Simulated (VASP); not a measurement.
Write the native input for VASP 6.6.1 that does the following.

- Task: relaxation of cell and atoms
- Functional: PBEsol
- Potentials or basis: VASP PAW PBE potentials, release 64 (Si)
- Cutoff: 600 eV
- k mesh: 8 × 8 × 8
- Occupations: gaussian, width 0.01 eV
- Spin: no spin polarisation
- Target pressure: 15 GPa
- Dipole correction: no
- Further INCAR settings: ALGO = Normal; EDIFF = 1e-06; IBRION = 2; EDIFFG = -0.002; NSW = 100; ISIF = 3

The structure of Si lies in POSCAR:

```
Si
1.0
    0.0000000000      2.7168137247      2.7168137247
    2.7168137247      0.0000000000      2.7168137247
    2.7168137247      2.7168137247      0.0000000000
Si
2
Direct
    0.2500000000      0.2500000000      0.2500000000
    0.0000000000      0.0000000000      0.0000000000
```

The input as run:

INCAR

```
SYSTEM = Si
ALGO = Normal
EDIFF = 1E-6
EDIFFG = -0.002
ENCUT = 600
GGA = PS
IBRION = 2
ISIF = 3
ISMEAR = 0
LASPH = .True.
LCHARG = .False.
LREAL = .False.
LWAVE = .False.
NELM = 100
NSW = 100
PREC = Accurate
PSTRESS = 150.0
SIGMA = 0.01
```

KPOINTS

```
k-points
0
Gamma
  8 8 8
  0 0 0
```

Potentials or basis: VASP PAW PBE potentials, release 64 (Si).

Launch:

```console
$ cat potpaw_PBE.64/Si/POTCAR > POTCAR
$ mpirun -np 1 vasp_std > vasp.out
```

It gave:

```
Relaxed volume                                         : 17.75 Å³/atom
Relaxed cell                                           : a = 3.689 Å, b = 3.689 Å, c = 3.689 Å, α = 60.00°, β = 60.00°, γ = 60.00°
Space group after relaxing (to 0.05 Å)                 : Fd-3m (No. 227)
Energy change on relaxing (the enthalpy is what falls) : +98.2 meV/atom
Ionic steps                                            : 7
Pressure after relaxing                                : 15.0 GPa
Band gap on the k mesh                                 : 0.29 eV, indirect (least direct gap 2.55 eV)
```

Caveat: the cell is relaxed towards a set pressure, so the enthalpy falls and the energy may rise; the PAW data sets were made with another functional, which shifts forces and pressure a little.

It took 15 s on 1 thread of Intel(R) Xeon(R) 6975P-C (Granite Rapids), on a shared host, peak memory 0.17 GiB.
